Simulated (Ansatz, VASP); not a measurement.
SnSe2: VASP beside Ansatz

Contents of INCAR:

```
PREC = Accurate
ENCUT = 520
EDIFF = 1E-6
ISMEAR = 0
SIGMA = 0.05
LREAL = False
LASPH = True
NELM = 100
ALGO = Normal
ISIF = 2
LWAVE = False
LCHARG = False
GGA = PE
NBANDS = 20
```

Contents of KPOINTS:

```
regular mesh
0
Gamma
  12 12 6
```

Contents of POSCAR:

```
SnSe2
1.0
    3.8109987816      0.0000000000      0.0000000000
   -1.9054993908      3.3004217586      0.0000000000
    0.0000000000      0.0000000000      5.8915200000
Sn Se
1 2
Direct
    0.0000000000      0.0000000000      0.0000000000
    0.3333333333      0.6666666667      0.2500000000
    0.6666666667      0.3333333333      0.7500000000
```

Input for Ansatz:

```yaml
crystal:
  lattice:
    - [3.8109987816, 0.0, 0.0]
    - [-1.9054993908, 3.3004217586, 0.0]
    - [0.0, 0.0, 5.89152]
  atoms:
    - { symbol: Sn, position: [0.0, 0.0, 0.0] }
    - { symbol: Se, position: [0.3333333333, 0.6666666667, 0.25] }
    - { symbol: Se, position: [0.6666666667, 0.3333333333, 0.75] }
basis:
  ecutwfc: 420
kpoints:
  mp_grid: { grid: [12, 12, 6] }
hamiltonian:
  xc: pbe
scf:
  occupations: { method: gaussian, width: 0.05 }
output:
  forces: true
  stress: true
  eigenvalues: true
```

Change from the starting cell: strain -0.0400 x Voigt [0, 0, 1, 0, 0, 0], atoms carried along.

Alike in both runs: task single point; functional PBE; k mesh 12 × 12 × 6; occupations gaussian, width 0.05 eV; no spin polarisation.

|  | VASP | Ansatz |
| --- | --- | --- |
| version | VASP 6.6.1 | Ansatz 0.2.0 |
| potentials or method | VASP PAW PBE potentials, release 64 (Sn_d, Se), cutoff 520 eV | scalar-relativistic, plane waves, PAW |
| valence electrons in the cell | 26 | 46 |

|  | VASP | Ansatz | Ansatz less VASP |
| --- | --- | --- | --- |
| gap on the k mesh at the Fermi level (eV) | 0.54 | 0.54 | +0.008 |
| least direct gap on the mesh (eV) | 0.79 | 0.81 | +0.012 |
| pressure (GPa) | 8.9 | 8.8 | -0.10 |
| traceless stress, the component that is largest in VASP (GPa) | 2.16 | 2.16 | +0.006 |
| rms of the force components (eV/Å) | 0.638 | 0.630 | -0.0086 |

Atom by atom the forces differ by 0.009 eV/Å (rms over components). The functional is the same, so the differences come from potentials, cutoffs and numerics. VASP's potentials hold 26 valence electrons a cell and Ansatz's 46, so a difference there can come from the potentials and not from the codes.
